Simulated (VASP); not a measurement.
# MgPb2N2 (P-3m1) in VASP: a series of runs, part 2 of 2

VASP 6.6.1. Earlier steps stand in the parts before.

### Step 3. Single point, LDA

This run uses another cell than the first one, of the same volume but with other edges.

Input file INCAR:

```
PREC = Accurate
ENCUT = 520
EDIFF = 1E-6
ISMEAR = 0
SIGMA = 0.05
LREAL = False
LASPH = True
NELM = 100
ALGO = Normal
ISIF = 2
LWAVE = False
LCHARG = False
NBANDS = 28
```

Input file KPOINTS:

```
Automatic mesh
0
Gamma
  12 12 4
```

Input file POSCAR:

```
MgPb2N2
1.0
    3.2856820171      0.0000000000      0.0000000000
   -1.6428410086      2.8454840956      0.0000000000
    0.0000000000      0.0000000000      9.8407940630
Mg Pb N
1 2 2
Direct
    0.0000000000      0.0000000000      0.0000000000
    0.6666666667      0.3333333333      0.2865500000
    0.3333333333      0.6666666667      0.7134500000
    0.6666666667      0.3333333333      0.8618210000
    0.3333333333      0.6666666667      0.1381790000
```

Potentials or basis: VASP PAW LDA potentials, release 64 (Mg, Pb_d, N).

Launch:

```bash
cat potpaw_LDA.64/Mg/POTCAR potpaw_LDA.64/Pb_d/POTCAR potpaw_LDA.64/N/POTCAR > POTCAR
mpirun -np 1 vasp_std > vasp.out
```

Run time: 95 s. Hardware: 1 thread of AMD EPYC 9R45 (Zen 5), shared host; peak memory 0.26 GiB.

Results (log left out):

| Item | Value |
| --- | --- |
| Free energy | -28.5696 eV |
| Pressure | -5.8 GPa |
| Largest force | 1.493 eV/Å |
| Band gap on the k mesh | 0.76 eV, indirect (least direct gap 1.13 eV) |

Forces in eV/Å, atoms in the order of the input:
```
Mg   0.000  0.000  0.000
Pb   0.000  0.000 -1.493
Pb   0.000  0.000  1.493
N    0.000  0.000 -0.479
N    0.000  0.000  0.479
```

Stress tensor (GPa, compression positive):
```
 -1.81   0.00   0.00
  0.00  -1.81   0.00
  0.00   0.00 -13.88
```

Levels at points of the mesh, in eV from the valence-band top:
```
           k point  band 16  band 17  band 18  band 19  band 20  band 21  band 22  band 23  band 24  band 25
(0.00, 0.00, 0.00)    -0.31    -0.25    -0.25     0.00     0.00     1.13     3.41     6.82     8.92     8.92
(0.50, 0.00, 0.00)    -3.30    -2.26    -1.31    -1.24    -0.97     0.81     1.60     4.52     5.02     6.30
(0.00, 0.00, 0.50)    -1.31    -0.25    -0.25     0.00     0.00     2.18     2.89     6.83     8.26     8.81
(0.50, 0.00, 0.50)    -3.42    -2.29    -1.30    -1.29    -0.98     0.76     1.91     3.96     5.66     6.52
```

Caveat: spin-orbit coupling is left out, which moves the levels of the heavy elements; forces of over 1 eV/Å act on the atoms, so gaps and moduli don't describe the material at rest. A k mesh can miss the band edges.

### Step 4. Single point, LDA

This run uses another cell than the first one, of the same volume but with other edges.

Input file INCAR:

```
ALGO = Normal
EDIFF = 1E-6
ENCUT = 520
GGA = CA
ISIF = 2
ISMEAR = 0
LASPH = T
LCHARG = F
LREAL = F
LWAVE = F
NBANDS = 28
NELM = 100
PREC = Accurate
SIGMA = 0.05
```

Input file KPOINTS:

```
k-points
0
Gamma
  12 12 4
```

POSCAR: that of step 3 with these lines changed.

```diff
@@ -2,5 +2,5 @@
 1.0
-    3.2856820171      0.0000000000      0.0000000000
-   -1.6428410086      2.8454840956      0.0000000000
-    0.0000000000      0.0000000000      9.8407940630
+    3.4873361903      0.0000000000      0.0000000000
+   -1.7436680952      3.0201217324      0.0000000000
+    0.0000000000      0.0000000000      8.7356167348
 Mg Pb N
```

Launch:

```bash
cat potpaw_LDA.64/Mg/POTCAR potpaw_LDA.64/Pb_d/POTCAR potpaw_LDA.64/N/POTCAR > POTCAR
mpirun -np 1 vasp_std > vasp.out
```

It took 1.9 min on 1 thread of AMD EPYC 9R45 (Zen 5), shared host; peak memory 0.27 GiB.

Results (log left out):

```
Free energy   : -28.5759 eV
Pressure      : -6.4 GPa
Largest force : 0.149 eV/Å
```

Forces on the atoms (eV/Å):
```
Mg   0.000  0.000  0.000
Pb   0.000  0.000  0.149
Pb   0.000  0.000 -0.149
N    0.000  0.000 -0.071
N    0.000  0.000  0.071
```

Stress tensor (GPa, compression positive):
```
-9.64  0.00  0.00
 0.00 -9.64  0.00
 0.00  0.00 -0.07
```

Levels at points of the mesh, in eV from the Fermi level:
| k point | band 17 | band 18 | band 19 | band 20 | band 21 | band 22 | band 23 | band 24 |
| --- | --- | --- | --- | --- | --- | --- | --- | --- |
| (0.00, 0.00, 0.00) | -1.70 | -1.30 | -1.30 | -0.07 | 0.00 | 2.03 | 6.40 | 6.40 |
| (0.50, 0.00, 0.00) | -2.80 | -2.79 | -2.20 | -1.43 | 0.76 | 1.09 | 3.30 | 4.26 |
| (0.00, 0.00, 0.50) | -1.70 | -1.38 | -1.30 | -1.30 | 1.01 | 2.15 | 6.23 | 6.23 |
| (0.50, 0.00, 0.50) | -2.77 | -2.71 | -2.23 | -1.52 | 0.24 | 2.00 | 2.52 | 5.35 |

Caveat: spin-orbit coupling is left out, which moves the levels of the heavy elements.

### Step 5. Single point, LDA

This run uses another cell than the first one, of the same volume but with other edges.

Input file INCAR:

```
PREC = Accurate
ENCUT = 520
EDIFF = 1E-6
ISMEAR = 0
SIGMA = 0.05
LREAL = F
LASPH = T
NELM = 100
ALGO = Normal
ISIF = 2
LWAVE = F
LCHARG = T
LELF = T
LVHAR = T
NBANDS = 28
```

Input file KPOINTS:

```
Automatic mesh
0
Gamma
  12 12 4
```

POSCAR: that of step 4 with these lines changed.

```diff
@@ -2,5 +2,5 @@
 1.0
-    3.4873361903      0.0000000000      0.0000000000
-   -1.7436680952      3.0201217324      0.0000000000
-    0.0000000000      0.0000000000      8.7356167348
+    3.3370290923      0.0000000000      0.0000000000
+   -1.6685145461      2.8899519671      0.0000000000
+    0.0000000000      0.0000000000      9.5402821597
 Mg Pb N
```

Launch:

```bash
cat potpaw_LDA.64/Mg/POTCAR potpaw_LDA.64/Pb_d/POTCAR potpaw_LDA.64/N/POTCAR > POTCAR
mpirun -np 1 vasp_std > vasp.out
```

It took 1.9 min on 1 thread of AMD EPYC 9R45 (Zen 5), shared host; peak memory 0.27 GiB.

The run converged. Its results:

- Free energy: -28.7215 eV
- Pressure: -6.1 GPa
- Largest force: 1.017 eV/Å
- Band gap on the k mesh: 0.84 eV, indirect (least direct gap 1.04 eV)

Forces on the atoms (eV/Å):
```
Mg   0.000  0.000  0.000
Pb   0.000  0.000 -1.017
Pb   0.000  0.000  1.017
N    0.000  0.000 -0.354
N    0.000  0.000  0.354
```

Stress tensor (GPa, compression positive):
```
-4.43  0.00  0.00
 0.00 -4.43  0.00
 0.00  0.00 -9.57
```

Levels at points of the mesh, in eV from the valence-band top:
```csv
k point,band 18,band 19,band 20,band 21,band 22,band 23
"(0.00, 0.00, 0.00)",-0.21,-0.21,-0.03,1.01,3.18,7.04
"(0.50, 0.00, 0.00)",-1.56,-1.16,-1.14,0.97,1.67,4.35
"(0.00, 0.00, 0.50)",-0.50,-0.21,-0.21,2.05,2.81,6.98
"(0.50, 0.00, 0.50)",-1.55,-1.19,-1.18,0.84,2.10,3.78
```

Caveat: spin-orbit coupling is left out, which moves the levels of the heavy elements; forces of over 1 eV/Å act on the atoms, so gaps and moduli don't describe the material at rest. A k mesh can miss the band edges.

### Step 6. Single point, LDA

This run uses another cell than the first one, of the same volume but with other edges.

Input file INCAR:

```
  PREC = Accurate
  ENCUT = 520
  EDIFF = 1E-7
  ISMEAR = 0
  SIGMA = 0.05
  LREAL = False
  LASPH = True
  NELM = 100
  ALGO = Normal
  ISIF = 2
  LWAVE = False
  LCHARG = True
  GGA = CA
  LELF = True
  LVHAR = True
  NBANDS = 28
```

Input file KPOINTS:

```
regular mesh
0
Gamma
  12 12 4
```

POSCAR: that of step 5 with these lines changed.

```diff
@@ -2,5 +2,5 @@
 1.0
-    3.3370290923      0.0000000000      0.0000000000
-   -1.6685145461      2.8899519671      0.0000000000
-    0.0000000000      0.0000000000      9.5402821597
+    3.5805530882      0.0000000000      0.0000000000
+   -1.7902765441      3.1008499340      0.0000000000
+    0.0000000000      0.0000000000      8.2866876733
 Mg Pb N
```

Potentials or basis: VASP PAW LDA potentials, release 64 (Mg, Pb_d, N).

Launch:

```bash
cat potpaw_LDA.64/Mg/POTCAR potpaw_LDA.64/Pb_d/POTCAR potpaw_LDA.64/N/POTCAR > POTCAR
mpirun -np 1 vasp_std > vasp.out
```

Wall time 86 s (1 thread of Intel Xeon 6975P-C (Granite Rapids), shared host); peak memory 0.3 GiB.

It converged, with:

| Property | Result |
| --- | --- |
| Free energy | -28.2026 eV |
| Pressure | -6.5 GPa |
| Largest force | 0.633 eV/Å |
| Band gap on the k mesh | zero (band 20 reaches 6.12 eV, above the bottom of band 21 at 6.08 eV) |

Forces in eV/Å, atoms in the order of the input:
```
Mg   0.000  0.000  0.000
Pb   0.000  0.000  0.633
Pb   0.000  0.000 -0.633
N    0.000  0.000  0.049
N    0.000  0.000 -0.049
```

Stress tensor (GPa, compression positive):
```
-11.31   0.00   0.00
  0.00 -11.31   0.00
  0.00   0.00   3.21
```

Levels at points of the mesh, in eV from the Fermi level:
```
           k point  band 18  band 19  band 20  band 21  band 22  band 23
(0.00, 0.00, 0.00)    -1.63    -1.63    -0.44     0.10     1.76     5.51
(0.50, 0.00, 0.00)    -2.90    -2.49    -1.36     0.80     0.92     3.01
(0.00, 0.00, 0.50)    -1.63    -1.63    -1.44     0.68     2.22     5.29
(0.50, 0.00, 0.50)    -2.70    -2.53    -1.50    -0.02     1.94     2.18
```

Caveat: spin-orbit coupling is left out, which moves the levels of the heavy elements.

### Step 7. The runs side by side

```tsv
cell	gap on the mesh (eV)	pressure (GPa)	largest force (eV/Å)
a = 3.438, b = 3.438, c = 8.987 Å, angles 90.0, 90.0, 120.0°, 5 atoms	0.27	-6.4	0.18
a = 3.286, b = 3.286, c = 9.841 Å, angles 90.0, 90.0, 120.0°, 5 atoms	0.76	-5.8	1.49
a = 3.487, b = 3.487, c = 8.736 Å, angles 90.0, 90.0, 120.0°, 5 atoms	-	-6.4	0.15
a = 3.337, b = 3.337, c = 9.540 Å, angles 90.0, 90.0, 120.0°, 5 atoms	0.84	-6.1	1.02
a = 3.581, b = 3.581, c = 8.287 Å, angles 90.0, 90.0, 120.0°, 5 atoms	none	-6.5	0.63
```

Alike in all rows: task single point; level LDA; potentials or basis VASP PAW LDA potentials, release 64 (Mg, Pb_d, N); no spin polarisation; k mesh 12 × 12 × 4; cutoff (eV) 520; smearing gaussian 0.05 eV.

Caveats: spin-orbit coupling is left out, which moves the levels of the heavy elements; forces of over 1 eV/Å act on the atoms, so gaps and moduli don't describe the material at rest (some runs).

Total energies depend on the potentials used, so only differences within one code and one set of settings carry meaning.
